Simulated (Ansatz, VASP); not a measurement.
One calculation of RbBr, two programs

```xyz
2
Lattice="0.0000 3.3359 3.4905 3.3359 0.0000 3.4905 3.3359 3.3359 0.0000" Properties=species:S:1:pos:R:3 pbc="T T T"
Rb    0.0000    0.0000    0.0000
Br    3.3359    3.3359    3.4905
```

Change from the starting cell: epitaxial_xy strain -3.6%.

Alike in both runs: task single point; functional HSE06; k mesh 4 × 4 × 4; no spin polarisation.

|  | VASP | Ansatz |
| --- | --- | --- |
| version | VASP 6.6.1 | Ansatz 0.2.0 |
| potentials or method | VASP PAW PBE potentials, release 64 (Rb_sv, Br) | plane waves, PAW |
| plane-wave cutoff (eV) | 520 | 420 |
| occupations | gaussian, width 0.01 eV | fixed |
| valence electrons in the cell | 16 | 16 |

```tsv
	VASP	Ansatz	Ansatz less VASP
gap on the k mesh at the Fermi level (eV)	5.59	5.60	+0.002
pressure (GPa)	1.5	1.5	-0.01
traceless stress, the component that is largest in VASP (GPa)	-1.11	-1.11	+0.008
```

Ansatz's warnings: stress exchange threshold loose, stress scf threshold loose.
